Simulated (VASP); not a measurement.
ErGaP2: single point with PBE

ErGaP2:

```
CELL_PARAMETERS angstrom
4.11329 0.00000 0.00000
0.00000 4.11329 0.00000
0.00000 0.00000 6.05259
ATOMIC_POSITIONS crystal
Er 0.50000 0.50000 0.50000
Ga 0.00000 0.00000 0.00000
P 0.00000 0.50000 0.21814
P 0.50000 0.00000 0.78186
```

The cell was built from a structure type or drawn by symmetry, and may not be a known phase.

| Item | Value |
| --- | --- |
| Program | VASP 6.6.1 |
| Task | single point |
| Functional | PBE |
| Potentials or basis | VASP PAW PBE potentials, release 64 (Er_3, Ga_d, P), 4f in core |
| Cutoff | 500 eV |
| k mesh | 4 × 4 × 4 |
| Occupations | gaussian, width 0.1 eV |
| Spin | no spin polarisation |
| Dipole correction | no |
| Mended | yes |
| Further INCAR settings | ALGO = Normal; EDIFF = 1e-06; NBANDS = 24 |

The pressure is 0.3 GPa, the largest force is 0.011 eV/Å and the band gap on the k mesh is 0.38 eV (least direct gap 0.57 eV).

Forces on the atoms (eV/Å):
```
Er   0.000  0.000  0.000
Ga   0.000  0.000  0.000
P    0.000  0.000 -0.011
P    0.000  0.000  0.011
```

Stress tensor (GPa, compression positive):
```
0.19 0.00 0.00
0.00 0.19 0.00
0.00 0.00 0.41
```

Levels at points of the mesh, in eV from the valence-band top:
```csv
k point,band 14,band 15,band 16,band 17,band 18,band 19
"(0.00, 0.00, 0.00)",-0.94,-0.64,-0.64,0.39,1.40,3.45
"(0.50, 0.00, 0.00)",-1.34,-1.26,-0.47,2.16,2.51,3.33
"(0.50, 0.50, 0.00)",-1.76,-1.76,-0.19,0.38,2.07,2.07
"(0.00, 0.00, 0.50)",-1.90,0.00,0.00,1.94,2.35,2.84
"(0.50, 0.00, 0.50)",-1.06,-0.76,-0.56,1.28,2.59,3.35
"(0.50, 0.50, 0.50)",-1.70,-1.70,-1.46,2.21,2.21,2.82
```

It took 18 s on 1 thread of Intel(R) Xeon(R) 6975P-C (Granite Rapids), with other jobs on the host, peak memory 0.22 GiB.

Caveat: spin-orbit coupling is left out, which moves the levels of the heavy elements; the 4f electrons are frozen in the core, so they carry no moment and show no levels. A k mesh can miss the band edges.
